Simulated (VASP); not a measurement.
Set up this calculation in VASP 6.6.1, as the native input.

| Quantity | Value |
| --- | --- |
| Task | single point |
| Functional | LDA |
| Potentials or basis | VASP PAW LDA potentials, release 64 (Zr_sv, B) |
| Cutoff | 520 eV |
| k mesh | 16 × 16 × 16 |
| Occupations | gaussian, width 0.15 eV |
| Spin | no spin polarisation |
| Dipole correction | no |
| Further INCAR settings | ALGO = Normal; EDIFF = 1e-07; NBANDS = 14 |

The structure of ZrB lies in POSCAR:

```
ZrB
1.0
    0.0000000000      2.4153850465      2.2383373226
    2.4153850465      0.0000000000      2.2383373226
    2.4153850465      2.4153850465      0.0000000000
Zr B
1 1
Direct
    0.0000000000      0.0000000000      0.0000000000
    0.5000000000      0.5000000000      0.5000000000
```

This cell differs from its parent crystal: normal strain along x +0.0000, normal strain along z -0.0733.

The input as run:

INCAR

```
ALGO = Normal
EDIFF = 1E-7
ENCUT = 520
GGA = CA
ISIF = 2
ISMEAR = 0
LASPH = True
LCHARG = False
LREAL = False
LWAVE = False
NBANDS = 14
NELM = 80
PREC = Accurate
SIGMA = 0.15
```

KPOINTS

```
k-points
0
Gamma
  16 16 16
```

Potentials or basis: VASP PAW LDA potentials, release 64 (Zr_sv, B).

The run is started by

```sh
$ cat potpaw_LDA.64/Zr_sv/POTCAR potpaw_LDA.64/B/POTCAR > POTCAR
$ mpirun -np 1 vasp_std > vasp.out
```

Results of the run:

```
Pressure : 17.3 GPa
```

Caveat: the cell differs from its parent crystal (normal strain along x +0.0000, normal strain along z -0.0733).

It took 3.4 min on 1 thread of AMD EPYC 7R43 64-Core Processor (Zen 3), on a shared host, peak memory 0.2 GiB.
